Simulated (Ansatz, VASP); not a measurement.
**RbGeN in VASP and in Ansatz**

File INCAR:

```
SYSTEM = RbGeN
PREC = Accurate
ENCUT = 600
EDIFF = 1E-6
ISMEAR = 0
SIGMA = 0.1
LREAL = .FALSE.
LASPH = .TRUE.
NELM = 100
ALGO = Normal
ISIF = 3
LWAVE = .FALSE.
LCHARG = .FALSE.
GGA = PE
IBRION = 2
NSW = 100
EDIFFG = -0.01
```

The input KPOINTS:

```
regular mesh
0
G
  10 10 12
  0 0 0
```

The input POSCAR:

```
RbGeN
1.0
    4.9132930892      0.0000000000      0.0000000000
    0.0000000000      4.9132930892      0.0000000000
    0.0000000000      0.0000000000      3.8601410920
Rb Ge N
1 1 1
Direct
    0.5000000000      0.5000000000      0.5000000000
    0.0000000000      0.0000000000      0.5000000000
    0.0000000000      0.0000000000      0.0000000000
```

Input for Ansatz:

```yaml
crystal:
  lattice:
    - [4.9132930892, 0.0, 0.0]
    - [0.0, 4.9132930892, 0.0]
    - [0.0, 0.0, 3.860141092]
  atoms:
    - { symbol: Rb, position: [0.5, 0.5, 0.5] }
    - { symbol: Ge, position: [0.0, 0.0, 0.5] }
    - { symbol: "N", position: [0.0, 0.0, 0.0] }
basis:
  ecutwfc: 420
kpoints:
  mp_grid: { grid: [10, 10, 12] }
hamiltonian:
  xc: pbe
scf:
  occupations: { method: gaussian, width: 0.1 }
output:
  forces: true
  stress: true
  eigenvalues: true
  write_density: true
  write_potential: true
  elf: true
  volumetric_format: npy
relax:
  adjacent_minimum: "off"
  f_tol: 0.01
  max_steps: 80
  cell: { stress_tol: 0.05 }
```

Alike in both runs: task relaxation of cell and atoms; functional PBE; k mesh 10 × 10 × 12; occupations gaussian, width 0.1 eV; no spin polarisation.

```csv
,VASP,Ansatz
version,VASP 6.6.1,Ansatz 0.2.0
potentials or method,"VASP PAW PBE potentials, release 64 (Rb_sv, Ge_d, N), cutoff 600 eV","scalar-relativistic, plane waves, PAW"
valence electrons in the cell,28,28
```

|  | VASP | Ansatz | Ansatz less VASP |
| --- | --- | --- | --- |
| gap on the k mesh at the Fermi level, each at its own relaxed structure (eV) | none | none | - |
| relaxed volume (Å³/atom) | 30.40 | 30.41 | +0.012 |
| relaxed cell length with the largest relative difference (Å) | 3.798 | 3.800 | +0.0014 |

A gap of «none» marks a metal or a gap that the smearing closes.
